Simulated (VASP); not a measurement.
Here is a VASP 6.6.1 calculation.

The input INCAR:

```
SYSTEM = Sb3Pb
PREC = Accurate
ENCUT = 520
EDIFF = 1E-6
ISMEAR = 0
SIGMA = 0.1
LREAL = .FALSE.
LASPH = .TRUE.
NELM = 100
ALGO = Normal
ISIF = 2
LWAVE = .FALSE.
LCHARG = .FALSE.
GGA = PE
NBANDS = 22
```

File KPOINTS:

```
regular mesh
0
G
  10 10 10
  0 0 0
```

The input POSCAR:

```
Sb3Pb
1.0
   -3.1497930000      3.1497930000      3.1497930000
    3.1497930000     -3.1497930000      3.1497930000
    3.1497930000      3.1497930000     -3.1497930000
Sb Pb
3 1
Direct
    0.0000000000      0.5000000000      0.5000000000
    0.5000000000      0.0000000000      0.5000000000
    0.5000000000      0.5000000000      0.0000000000
    0.0000000000      0.0000000000      0.0000000000
```

Potentials or basis: VASP PAW PBE potentials, release 64 (Sb, Pb_d).

Launch:

```bash
$ cat potpaw_PBE.64/Sb/POTCAR potpaw_PBE.64/Pb_d/POTCAR > POTCAR
$ mpirun -np 1 vasp_std > vasp.out
```

Predict the pressure.

-0.1 GPa.
